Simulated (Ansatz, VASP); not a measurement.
**Hf2MgO2 in VASP and in Ansatz**

```
Mg Hf O
1.0
    -2.50805    2.50805    3.16885
     2.50805   -2.50805    3.16885
     2.50805    2.50805   -3.16885
Mg Hf O
1 2 2
Cartesian
  0.0000 0.0000 0.0000
  0.0000 2.5080 0.0000
  2.5080 0.0000 0.0000
  0.0000 0.0000 4.3709
  0.0000 0.0000 1.9668
```

Alike in both runs: functional PBE; k mesh 6 × 6 × 6; occupations gaussian, width 0.1 eV; no spin polarisation.

Ansatz relaxed the structure, and its values are those at the end. VASP's run is a single point on that final structure, the one shown.

|  | VASP | Ansatz |
| --- | --- | --- |
| version | VASP 6.6.1 | Ansatz 0.2.0 |
| potentials or method | VASP PAW PBE potentials, release 64 (Mg, Hf_pv, O), cutoff 520 eV | scalar-relativistic, plane waves, PAW |
| valence electrons in the cell | 34 | 74 |

```tsv
	VASP	Ansatz	Ansatz less VASP
gap on the k mesh at the Fermi level (eV)	none	none	-
pressure (GPa)	-0.3	0.1	+0.36
rms of the force components (eV/Å)	0.003	0.001	-0.0021
```

A gap of «none» marks a metal or a gap that the smearing closes. VASP's potentials hold 34 valence electrons a cell and Ansatz's 74, so a difference there can come from the potentials and not from the codes.

Neither program's run includes spin-orbit coupling.
